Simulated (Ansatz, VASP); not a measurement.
# NaH in VASP and in Ansatz

Contents of INCAR:

```
SYSTEM = NaH
ALGO = Normal
EDIFF = 1E-6
ENCUT = 520
GGA = PE
ISIF = 2
ISMEAR = 0
LASPH = .True.
LCHARG = .True.
LELF = .True.
LREAL = .False.
LVHAR = .True.
LWAVE = .False.
NBANDS = 11
NELM = 60
PREC = Accurate
SIGMA = 0.05
```

Contents of KPOINTS:

```
k-points
0
Gamma
  8 8 8
  0 0 0
```

File POSCAR:

```
NaH
1.0
    0.0000000000      2.5620000000      2.5620000000
    2.5620000000      0.0000000000      2.5620000000
    2.5620000000      2.5620000000      0.0000000000
Na H
1 1
Direct
    0.0000000000      0.0000000000      0.0000000000
    0.5000000000      0.5000000000      0.5000000000
```

Input for Ansatz:

```yaml
crystal:
  lattice:
    - [0.0, 2.562, 2.562]
    - [2.562, 0.0, 2.562]
    - [2.562, 2.562, 0.0]
  atoms:
    - { symbol: Na, position: [0.0, 0.0, 0.0] }
    - { symbol: H, position: [0.5, 0.5, 0.5] }
basis:
  ecutwfc: 420
kpoints:
  mp_grid: { grid: [8, 8, 8] }
hamiltonian:
  xc: pbe
scf:
  occupations: { method: gaussian, width: 0.05 }
output:
  forces: true
  stress: true
  eigenvalues: true
```

Change from the starting cell: strain +0.050 along x and y, +0.050 along z, atoms carried along.

Alike in both runs: task single point; functional PBE; k mesh 8 × 8 × 8; occupations gaussian, width 0.05 eV; no spin polarisation.

|  | VASP | Ansatz |
| --- | --- | --- |
| version | VASP 6.6.1 | Ansatz 0.2.0 |
| potentials or method | VASP PAW PBE potentials, release 64 (Na_pv, H), cutoff 520 eV | scalar-relativistic, plane waves, PAW |
| valence electrons in the cell | 8 | 10 |

|  | VASP | Ansatz | Ansatz less VASP |
| --- | --- | --- | --- |
| gap on the k mesh at the Fermi level (eV) | 3.48 | 3.48 | +0.002 |
| least direct gap on the mesh (eV) | 4.24 | 4.24 | +0.003 |
| pressure (GPa) | -3.0 | -3.0 | +0.04 |

VASP's potentials hold 8 valence electrons a cell and Ansatz's 10, so a difference there can come from the potentials and not from the codes.
